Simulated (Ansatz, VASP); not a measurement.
**Ca3MgF8: VASP beside Ansatz**

Contents of INCAR:

```
ALGO = Normal
EDIFF = 1E-6
ENCUT = 600
GGA = PE
GGA_COMPAT = False
ISIF = 2
ISMEAR = -1
LASPH = True
LCHARG = False
LREAL = False
LWAVE = False
NBANDS = 56
NELM = 120
PREC = Accurate
SIGMA = 0.02
```

KPOINTS

```
k-points
0
Gamma
  4 4 6
```

Contents of POSCAR:

```
Ca3MgF8
1.0
    3.7306512254     -5.3248453857      0.0000000000
    3.7306512254      5.3248453857      0.0000000000
    0.0000000000      0.0000000000      3.7863861341
Ca F Mg
3 8 1
Direct
    0.0000000000      0.0000000000      0.0000000000
    0.5000000000      0.0000000000      0.5000000000
    0.0000000000      0.5000000000      0.5000000000
    0.3836716634      0.6163283366      0.5000000000
    0.1252891145      0.8747108855      0.5000000000
    0.8556517215      0.6144653899      0.0000000000
    0.6144653899      0.8556517215      0.0000000000
    0.3855346101      0.1443482785      0.0000000000
    0.1443482785      0.3855346101      0.0000000000
    0.8747108855      0.1252891145      0.5000000000
    0.6163283366      0.3836716634      0.5000000000
    0.5000000000      0.5000000000      0.0000000000
```

Input for Ansatz:

```yaml
crystal:
  lattice:
    - [3.7306512254, -5.3248453857, 0.0]
    - [3.7306512254, 5.3248453857, 0.0]
    - [0.0, 0.0, 3.7863861341]
  atoms:
    - { symbol: Ca, position: [0.0, 0.0, 0.0] }
    - { symbol: F, position: [0.3836716634, 0.6163283366, 0.5] }
    - { symbol: F, position: [0.1252891145, 0.8747108855, 0.5] }
    - { symbol: Ca, position: [0.5, 0.0, 0.5] }
    - { symbol: F, position: [0.8556517215, 0.6144653899, 0.0] }
    - { symbol: F, position: [0.6144653899, 0.8556517215, 0.0] }
    - { symbol: Ca, position: [0.0, 0.5, 0.5] }
    - { symbol: F, position: [0.3855346101, 0.1443482785, 0.0] }
    - { symbol: F, position: [0.1443482785, 0.3855346101, 0.0] }
    - { symbol: Mg, position: [0.5, 0.5, 0.0] }
    - { symbol: F, position: [0.8747108855, 0.1252891145, 0.5] }
    - { symbol: F, position: [0.6163283366, 0.3836716634, 0.5] }
kpoints:
  mp_grid: { grid: [4, 4, 6] }
  band_path:
    path:
      - [[0.0, 0.0, 0.0], [-0.5, 0.5, 5.834799073936e-35], [-0.3727143364029, 0.6272856635971, 1.880393841778e-34]]
      - [[0.3727143364029, 0.3727143364029, 3.797587275468e-34], [0.0, 0.0, 0.0], [-2.224339887665e-51, -1.819986312122e-50, 0.5], [0.3727143364029, 0.3727143364029, 0.5]]
      - [[-0.3727143364029, 0.6272856635971, 0.5], [-0.5, 0.5, 0.5], [-0.5, 0.5, 5.834799073936e-35]]
      - [[0.0, 0.0, 0.0], [2.019931340925e-17, 0.5, 2.838990558623e-34], [2.019931340925e-17, 0.5, 0.5], [-2.224339887665e-51, -1.819986312122e-50, 0.5], [-0.5, 0.5, 0.5]]
    npoints: 10
hamiltonian:
  xc: pbe
scf:
  occupations: { method: fermi_dirac, width: 0.02 }
  n_extra_bands: 7
output:
  forces: true
  stress: true
  eigenvalues: true
```

Alike in both runs: task single point; functional PBE; k mesh 4 × 4 × 6; occupations fermi-dirac, width 0.02 eV; no spin polarisation.

```csv
,VASP,Ansatz
version,VASP 6.6.1,Ansatz 0.2.0
potentials or method,"VASP PAW PBE potentials, release 64 (Ca_sv, F, Mg)","plane waves, PAW"
plane-wave cutoff (eV),600,420
valence electrons in the cell,88,96
```

|  | VASP | Ansatz | Ansatz less VASP |
| --- | --- | --- | --- |
| gap on the k mesh at the Fermi level (eV) | 6.73 | 6.76 | +0.030 |
| pressure (GPa) | 3.7 | 3.7 | +0.03 |
| rms of the force components (eV/Å) | 0.012 | 0.007 | -0.0048 |

The functional is the same, so the differences come from potentials, cutoffs and numerics. VASP's potentials hold 88 valence electrons a cell and Ansatz's 96, so a difference there can come from the potentials and not from the codes.
